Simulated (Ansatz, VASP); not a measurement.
# Two plane-wave programs on Al2Cu

File INCAR:

```
  PREC = Accurate
  ENCUT = 520
  EDIFF = 1E-6
  ISMEAR = 0
  SIGMA = 0.15
  LREAL = F
  LASPH = T
  NELM = 60
  ALGO = Fast
  ISIF = 2
  LWAVE = F
  LCHARG = F
  GGA = PS
  NBANDS = 26
```

File KPOINTS:

```
Automatic mesh
0
Gamma
  10 10 10
```

Contents of POSCAR:

```
Al2Cu
1.0
   -2.9665500000      2.9665500000      2.4621000000
    2.9665500000     -2.9665500000      2.4621000000
    2.9665500000      2.9665500000     -2.4621000000
Al Cu
4 2
Direct
    0.1593210787      0.6593210787      0.8186421574
    0.6593210787      0.8406789213      0.5000000000
    0.8406789213      0.3406789213      0.1813578426
    0.3406789213      0.1593210787      0.5000000000
    0.7500000000      0.7500000000      0.0000000000
    0.2500000000      0.2500000000      0.0000000000
```

Input for Ansatz:

```yaml
crystal:
  lattice:
    - [-2.96655, 2.96655, 2.4621]
    - [2.96655, -2.96655, 2.4621]
    - [2.96655, 2.96655, -2.4621]
  atoms:
    - { symbol: Al, position: [0.1593210787, 0.6593210787, 0.8186421574] }
    - { symbol: Al, position: [0.6593210787, 0.8406789213, 0.5] }
    - { symbol: Al, position: [0.8406789213, 0.3406789213, 0.1813578426] }
    - { symbol: Al, position: [0.3406789213, 0.1593210787, 0.5] }
    - { symbol: Cu, position: [0.75, 0.75, 0.0] }
    - { symbol: Cu, position: [0.25, 0.25, 0.0] }
basis:
  ecutwfc: 520.0
kpoints:
  mp_grid: { grid: [10, 10, 10] }
hamiltonian:
  xc: pbesol
  pseudopotentials: { kind: paw, azcp: { folder: soft_1 } }
scf:
  occupations: { method: gaussian, width: 0.15 }
output:
  forces: true
  stress: true
  eigenvalues: true
```

Alike in both runs: task single point; functional PBEsol; k mesh 10 × 10 × 10; occupations gaussian, width 0.15 eV; no spin polarisation.

|  | VASP | Ansatz |
| --- | --- | --- |
| version | VASP 6.6.1 | Ansatz 0.2.0 |
| potentials or method | VASP PAW PBE potentials, release 64 (Al, Cu), cutoff 520 eV | scalar-relativistic, plane waves, PAW |
| valence electrons in the cell | 34 | 50 |

|  | VASP | Ansatz | Ansatz less VASP |
| --- | --- | --- | --- |
| gap on the k mesh at the Fermi level (eV) | none | none | - |
| pressure (GPa) | 0.3 | 0.1 | -0.19 |
| traceless stress, the component that is largest in VASP (GPa) | -2.68 | -2.73 | -0.055 |
| rms of the force components (eV/Å) | 0.040 | 0.040 | +0.0007 |

VASP's potentials were made for PBE, not for PBEsol, and Ansatz warns of the same on its side. Atom by atom the forces differ by 0.001 eV/Å (rms over components). A gap of «none» marks a metal or a gap that the smearing closes. The functional is the same, so the differences come from potentials, cutoffs and numerics. VASP's potentials hold 34 valence electrons a cell and Ansatz's 50, so a difference there can come from the potentials and not from the codes.
